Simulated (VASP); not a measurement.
SrO, 2 atoms in the cell. Symmetry: Fm-3m, No. 225, cubic system. Conventional cell: a = 5.140 Å, b = 5.140 Å, c = 5.140 Å, α = 90.00°, β = 90.00°, γ = 90.00°. Within 3.4 Å of Sr (site symmetry m-3m) lie 6 O at 2.57 Å. O (site symmetry m-3m) has 6 Sr at 2.57 Å within 3.4 Å. 

```yaml
Program: VASP 6.6.1
Task: single point
Functional: PBE
Potentials_or_basis: VASP PAW PBE potentials, release 64 (Sr_sv, O)
Cutoff: 520 eV
k_mesh: 8 × 8 × 8
Occupations: fermi-dirac, width 0.02 eV
Spin: no spin polarisation
Dipole_correction: no
Further_INCAR_settings: ALGO = Normal; EDIFF = 1e-06; NBANDS = 15
```

Potentials or basis: VASP PAW PBE potentials, release 64 (Sr_sv, O).

Run with:

```console
$ cat potpaw_PBE.64/Sr_sv/POTCAR potpaw_PBE.64/O/POTCAR > POTCAR
$ mpirun -np 1 vasp_std > vasp.out
```

Hardware: 1 thread of Intel(R) Xeon(R) 6975P-C (Granite Rapids), on a shared host.

Question: How long does it take, and how much memory?

Answer: Run time: 7 s on 1 thread of Intel(R) Xeon(R) 6975P-C (Granite Rapids), with other jobs on the host, peak memory 0.16 GiB. Counts: scf iterations 13, k points 29.
